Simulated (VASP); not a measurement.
# PbS (Fm-3m) in VASP: notebook

Aim: see how the results for PbS move with the level of theory and the settings. Levels: PBE, r2SCAN. Tasks: single point.

Program: VASP 6.6.1. These are calculated values, not measurements. Logs are shortened: lines on timing, memory, paths and dates and some standing lists are left out, and cuts for length are marked.

### Step 1. The cell of the first run

The structure is cubic, space group Fm-3m (No. 225). The conventional cell has a = 6.191 Å, b = 6.191 Å, c = 6.191 Å, α = 90.00°, β = 90.00°, γ = 90.00°. Pb (site symmetry m-3m) has 6 S at 3.10 Å within 4.1 Å. S (site symmetry m-3m) has 6 Pb at 3.10 Å within 4.1 Å.

### Step 2. Single point, PBE (strain +3.6%)

Contents of INCAR:

```
SYSTEM = PbS
ALGO     = Normal         ! electronic algorithm
EDIFF    = 1E-6           ! SCF threshold, eV
ENCUT    = 520            ! plane-wave cutoff, eV
GGA      = PE             ! functional
ISIF     = 2              ! what is computed and relaxed
ISMEAR   = -1             ! smearing method
LASPH    = .TRUE.         ! aspherical terms in the spheres
LCHARG   = .FALSE.        ! write CHGCAR
LREAL    = .FALSE.        ! projectors in reciprocal space
LWAVE    = .FALSE.        ! write WAVECAR
NBANDS   = 17             ! bands
NELM     = 100            ! most SCF steps
PREC     = Accurate       ! precision mode
SIGMA    = 0.02           ! smearing width, eV
```

Contents of KPOINTS:

```
k-points
0
G
  8 8 8
  0 0 0
```

Contents of POSCAR:

```
PbS
1.0
    0.0000000000      3.0953705145      3.0953705145
    3.0953705145      0.0000000000      3.0953705145
    3.0953705145      3.0953705145      0.0000000000
Pb S
1 1
Direct
    0.0000000000      0.0000000000      0.0000000000
    0.5000000000      0.5000000000      0.5000000000
```

Potentials or basis: VASP PAW PBE potentials, release 64 (Pb_d, S).

Launch:

```console
> cat potpaw_PBE.64/Pb_d/POTCAR potpaw_PBE.64/S/POTCAR > POTCAR
> mpirun -np 1 vasp_std > vasp.out
```

OUTCAR:

```text
SYSTEM = PbS
   EDIFF = 1E-6
   ENCUT = 520
   GGA = PE
   ISIF = 2
   ISMEAR = -1
   LASPH = .TRUE.
   LREAL = .FALSE.
   NELM = 100
   PREC = Accurate

 ion  position               nearest neighbor table
   1  0.000  0.000  0.000-   2 3.10   2 3.10   2 3.10   2 3.10   2 3.10   2 3.10
   2  0.500  0.500  0.500-   1 3.10   1 3.10   1 3.10   1 3.10   1 3.10   1 3.10

  LATTYP: Found a face centered cubic cell.
 ALAT       =     6.1907410290

  Lattice vectors:

 A1 = (   0.0000000000,   3.0953705145,   3.0953705145)
 A2 = (   3.0953705145,   0.0000000000,   3.0953705145)
 A3 = (   3.0953705145,   3.0953705145,   0.0000000000)

Analysis of symmetry for initial positions (statically):
=====================================================================
 Subroutine PRICEL returns:
 Original cell was already a primitive cell.

 Routine SETGRP: Setting up the symmetry group for a
 face centered cubic supercell.

 Subroutine GETGRP returns: Found 48 space group operations
 (whereof 48 operations were pure point group operations)
 out of a pool of 48 trial point group operations.

The static configuration has the point symmetry O_h .

Analysis of symmetry for dynamics (positions and initial velocities):
=====================================================================
 Subroutine PRICEL returns:
 Original cell was already a primitive cell.

 Routine SETGRP: Setting up the symmetry group for a
 face centered cubic supercell.

 Subroutine GETGRP returns: Found 48 space group operations
 (whereof 48 operations were pure point group operations)
 out of a pool of 48 trial point group operations.

The dynamic configuration has the point symmetry O_h .

 Subroutine INISYM returns: Found 48 space group operations
 (whereof 48 operations are pure point group operations),
 and found     1 'primitive' translations

----------------------------------------------------------------------------------------

                                     Primitive cell

  volume of cell :      59.3155

  direct lattice vectors                    reciprocal lattice vectors
     0.000000000  3.095370514  3.095370514    -0.161531551  0.161531551  0.161531551
     3.095370514  0.000000000  3.095370514     0.161531551 -0.161531551  0.161531551
     3.095370514  3.095370514  0.000000000     0.161531551  0.161531551 -0.161531551

  length of vectors
     4.377514962  4.377514962  4.377514962     0.279780853  0.279780853  0.279780853

  position of ions in fractional coordinates (direct lattice)
     0.000000000  0.000000000  0.000000000
     0.500000000  0.500000000  0.500000000

  ion indices of the primitive-cell ions
   primitive index   ion index
                 1           1
                 2           2

----------------------------------------------------------------------------------------

 KPOINTS: k-points

Automatic generation of k-mesh.
 Grid dimensions read from file:
 generate k-points for:    8    8    8

 Generating k-lattice:

  Cartesian coordinates                     Fractional coordinates (reciprocal lattice)
    -0.020191444  0.020191444  0.020191444     0.125000000  0.000000000  0.000000000
     0.020191444 -0.020191444  0.020191444     0.000000000  0.125000000  0.000000000
     0.020191444  0.020191444 -0.020191444     0.000000000  0.000000000  0.125000000

  Length of vectors
     0.034972607  0.034972607  0.034972607

  Shift w.r.t. Gamma in fractional coordinates (k-lattice)
     0.000000000  0.000000000  0.000000000

 Subroutine IBZKPT returns following result:
 ===========================================

 Found     29 irreducible k-points:

 Following reciprocal coordinates:
            Coordinates               Weight
  0.000000  0.000000  0.000000      1.000000
  0.125000  0.000000  0.000000      8.000000
  0.250000  0.000000  0.000000      8.000000
  0.375000  0.000000  0.000000      8.000000
  0.500000  0.000000  0.000000      4.000000
  0.125000  0.125000  0.000000      6.000000
[... 16 lines left out ...]
  0.500000  0.250000  0.125000     48.000000
 -0.375000  0.250000  0.125000     24.000000
 [... further k-points ...]
   k-points           NKPTS =     29   k-points in BZ     NKDIM =     29   number of bands    NBANDS=     17
   number of dos      NEDOS =    301   number of ions     NIONS =      2
   total plane-waves  NPLWV =  46656
   dimension x,y,z NGX =    36 NGY =   36 NGZ =   36
   dimension x,y,z NGXF=    72 NGYF=   72 NGZF=   72
   ions per type =               1   1
   NGX,Y,Z   is equivalent  to a cutoff of  13.67, 13.67, 13.67 a.u.
   NGXF,Y,Z  is equivalent  to a cutoff of  27.34, 27.34, 27.34 a.u.
 SYSTEM =  PbS
   PREC   = accura    normal or accurate (medium, high low for compatibility)
   ISTART =      0    job   : 0-new  1-cont  2-samecut
   ICHARG =      2    charge: 1-file 2-atom 10-const
   ISPIN  =      1    spin polarized calculation?
   LNONCOLLINEAR =      F non collinear calculations
   LSORBIT =      F    spin-orbit coupling
   LASPH  =      T    aspherical Exc in radial PAW
   ENCUT  =  520.0 eV  38.22 Ry    6.18 a.u.   8.14  8.14  8.14*2*pi/ulx,y,z
   NELM   =    100;   NELMIN=  2; NELMDL= -5     # of ELM steps
   EDIFF  = 0.1E-05   stopping-criterion for ELM
   LREAL  =      F    real-space projection
   EDIFFG = 0.1E-04   stopping-criterion for IOM
   NSW    =      0    number of steps for IOM
   IBRION =     -1    ionic relax: 0-MD 1-quasi-New 2-CG
   NFREE  =      0    steps in history (QN), initial steepest desc. (CG)
   ISIF   =      2    stress and relaxation
   ISYM   =      2    0-nonsym 1-usesym 2-fastsym
   POTIM  = 0.5000    time-step for ionic-motion
   TEBEG  =    0.0;   TEEND  =   0.0 temperature during run
   PSTRESS=    0.0 pullay stress
   NELECT =      20.0000    total number of electrons
   NUPDOWN=      -1.0000    fix difference up-down
   EMIN   =  10.00;   EMAX   =-10.00  energy-range for DOS
   EFERMI =   0.00;   METHOD = LEGACY
   ISMEAR =    -1;   SIGMA  =   0.02  broadening in eV -4-tet -1-fermi 0-gaus
   EFERMI_NEDOS =   21; number of points for ismear=-14 and -15
   IALGO  =     38    algorithm
   IMIX   =      4    mixing-type and parameters
     AMIX     =   0.40;   BMIX     =  1.00
     AMIX_MAG =   1.60;   BMIX_MAG =  1.00
  volume/ion in A,a.u.               =      29.66       200.14
  Fermi-wavevector in a.u.,A,eV,Ry     =   1.139451  2.153250 17.665094  1.298348
  Thomas-Fermi vector in A             =   2.276154
   LORBIT       =      0    0 simple, 1 ext, 2 COOP (PROOUT), +10 PAW based schemes
   GGA     = PE    functional components
   LHFCALC =     F    Hartree Fock is set to
   AEXX    =    0.0000 exact exchange contribution
   IVDW    =     0    specifies the selected vdW correction
   LEPSILON=     F    determine dielectric tensor
   LRPA    =     F    only Hartree local field effects (RPA)
 non-spin polarized calculation
  energy-cutoff  :      520.00
  volume of cell :       59.32
 maximum number of plane-waves:      1639
 NGX is ok and might be reduce to    36
   NGX = 17   NGY = 17   NGZ = 17

 number of electron      20.0000002 magnetization

 Free energy of the ion-electron system (eV)
  ---------------------------------------------------
  ext. energy  EPLUGINS =         0.00000000
  ---------------------------------------------------
  free energy    TOTEN  =        -8.70304414 eV

  energy without entropy =       -8.70304414  energy(sigma->0) =       -8.70304414

 E-fermi :   4.5258     XC(G=0):  -9.0926

 val. band max:        4.1469707550   @ k =   0.5000   0.0000   0.0000
 cond. band min:       4.8958077953   @ k =   0.5000   0.0000   0.0000
 fundamental gap:      0.7488370403
 Fermi energy:         4.5258260015

 k-point     1 :       0.0000    0.0000    0.0000
  band No.  band energies     occupation
      1     -12.4304      2.00000
      2     -12.4304      2.00000
      3     -12.4304      2.00000
      4     -12.4116      2.00000
      5     -12.4116      2.00000
      6      -8.2902      2.00000
[... 9 lines left out ...]
     16      11.2679      0.00000
     17      12.7385      0.00000

 k-point     2 :       0.1250    0.0000    0.0000
  band No.  band energies     occupation
      1     -12.4297      2.00000
      2     -12.4280      2.00000
      3     -12.4280      2.00000
      4     -12.4123      2.00000
      5     -12.4123      2.00000
      6      -8.1832      2.00000
[... 9 lines left out ...]
     16      11.5876      0.00000
     17      13.7556      0.00000

 k-point     3 :       0.2500    0.0000    0.0000
  band No.  band energies     occupation
      1     -12.4283      2.00000
      2     -12.4272      2.00000
      3     -12.4272      2.00000
      4     -12.4093      2.00000
      5     -12.4093      2.00000
      6      -7.8912      2.00000
[... 9 lines left out ...]
     16      12.3856      0.00000
     17      15.4462      0.00000

 k-point     4 :       0.3750    0.0000    0.0000
  band No.  band energies     occupation
      1     -12.4311      2.00000
      2     -12.4311      2.00000
      3     -12.4271      2.00000
      4     -12.4016      2.00000
      5     -12.4016      2.00000
      6      -7.5269      2.00000
[... 9 lines left out ...]
     16      13.5592      0.00000
     17      15.5150      0.00000

 k-point     5 :       0.5000    0.0000    0.0000
  band No.  band energies     occupation
      1     -12.4331      2.00000
      2     -12.4331      2.00000
      3     -12.4266      2.00000
      4     -12.3980      2.00000
      5     -12.3980      2.00000
      6      -7.3408      2.00000
[... 9 lines left out ...]
     16      14.5385      0.00000
     17      14.5403      0.00000

 k-point     6 :       0.1250    0.1250    0.0000
  band No.  band energies     occupation
      1     -12.4325      2.00000
      2     -12.4251      2.00000
      3     -12.4251      2.00000
      4     -12.4179      2.00000
      5     -12.4093      2.00000
      6      -8.1472      2.00000
[... 9 lines left out ...]
     16      12.1898      0.00000
     17      13.1765      0.00000

 k-point     7 :       0.2500    0.1250    0.0000
  band No.  band energies     occupation
      1     -12.4327      2.00000
      2     -12.4267      2.00000
      3     -12.4216      2.00000
      4     -12.4178      2.00000
      5     -12.4060      2.00000
      6      -7.9158      2.00000
[... 9 lines left out ...]
     16      13.0054      0.00000
     17      14.3774      0.00000

 k-point     8 :       0.3750    0.1250    0.0000
  band No.  band energies     occupation
      1     -12.4359      2.00000
      2     -12.4274      2.00000
      3     -12.4239      2.00000
      4     -12.4107      2.00000
      5     -12.3997      2.00000
      6      -7.5705      2.00000
[... 9 lines left out ...]
     16      14.0673      0.00000
     17      15.4773      0.00000
[... 203 lines left out ...]
      1     -12.4780      2.00000
      2     -12.4406      2.00000
      3     -12.4009      2.00000
      4     -12.3978      2.00000
      5     -12.3950      2.00000
      6      -7.1298      2.00000
[... 9 lines left out ...]
     16      15.7500      0.00000
     17      15.8794      0.00000

 k-point    20 :      -0.3750    0.3750    0.0000
  band No.  band energies     occupation
      1     -12.4679      2.00000
      2     -12.4309      2.00000
      3     -12.4063      2.00000
      4     -12.4037      2.00000
      5     -12.3987      2.00000
      6      -7.0796      2.00000
[... 9 lines left out ...]
     16      14.8049      0.00000
     17      16.4153      0.00000

 k-point    21 :       0.5000    0.5000    0.0000
  band No.  band energies     occupation
      1     -12.4877      2.00000
      2     -12.4448      2.00000
      3     -12.3960      2.00000
      4     -12.3938      2.00000
      5     -12.3938      2.00000
      6      -7.0878      2.00000
[... 9 lines left out ...]
     16      15.6990      0.00000
     17      16.5635      0.00000

 k-point    22 :       0.3750    0.2500    0.1250
  band No.  band energies     occupation
      1     -12.4361      2.00000
      2     -12.4320      2.00000
      3     -12.4186      2.00000
      4     -12.4129      2.00000
      5     -12.4026      2.00000
      6      -7.6556      2.00000
[... 9 lines left out ...]
     16      13.8968      0.00000
     17      14.3584      0.00000

 k-point    23 :       0.5000    0.2500    0.1250
  band No.  band energies     occupation
      1     -12.4440      2.00000
      2     -12.4269      2.00000
      3     -12.4197      2.00000
      4     -12.4085      2.00000
      5     -12.4005      2.00000
      6      -7.3471      2.00000
[... 9 lines left out ...]
     16      14.4185      0.00000
     17      15.2931      0.00000

 k-point    24 :      -0.3750    0.2500    0.1250
  band No.  band energies     occupation
      1     -12.4470      2.00000
      2     -12.4253      2.00000
      3     -12.4164      2.00000
      4     -12.4112      2.00000
      5     -12.3986      2.00000
      6      -7.1984      2.00000
[... 9 lines left out ...]
     16      15.1767      0.00000
     17      15.2265      0.00000

 [... further k-points ...]

------------------------ aborting loop because EDIFF is reached ----------------------------------------

  FORCE on cell =-STRESS in cart. coord.  units (eV):
  Direction    XX          YY          ZZ          XY          YZ          ZX
  --------------------------------------------------------------------------------------
  -------------------------------------------------------------------------------------
  Total       -1.4642278     -1.4642278     -1.4642278      0.0000000      0.0000000     -0.0000000
  in kB      -39.5504379    -39.5504379    -39.5504379      0.0000000      0.0000000     -0.0000000
  external PRESSURE =     -39.5504379 kB  Pullay stress =       0.0000000 kB

 VOLUME and BASIS-vectors are now :
 -----------------------------------------------------------------------------
  energy-cutoff  :      520.00
  volume of cell :       59.32
      direct lattice vectors                 reciprocal lattice vectors
     0.000000000  3.095370514  3.095370514    -0.161531551  0.161531551  0.161531551
     3.095370514  0.000000000  3.095370514     0.161531551 -0.161531551  0.161531551
     3.095370514  3.095370514  0.000000000     0.161531551  0.161531551 -0.161531551

 POSITION                                       TOTAL-FORCE (eV/Angst)
 -----------------------------------------------------------------------------------
      0.00000      0.00000      0.00000         0.000000      0.000000      0.000000
      3.09537      3.09537      3.09537        -0.000000     -0.000000     -0.000000
 -----------------------------------------------------------------------------------
    total drift:                                0.000000      0.000000      0.000000

  FREE ENERGIE OF THE ION-ELECTRON SYSTEM (eV)
  ---------------------------------------------------
  free  energy   TOTEN  =        -8.7030441366 eV

  energy  without entropy=       -8.7030441365  energy(sigma->0) =       -8.70304414
```

Run time: 25 s. Hardware: 1 thread of AMD EPYC 7R13 (Zen 3), shared host; peak memory 0.18 GiB.

What came out:

```yaml
Free_energy: -8.7030 eV
Pressure: -4.0 GPa
Band_gap_on_the_k_mesh: 0.75 eV
```

Caveat: the cell differs from its parent crystal (strain +3.6%); the cell stands under tension; spin-orbit coupling is left out, which moves the levels of the heavy elements.

[end of part 1 of 2]
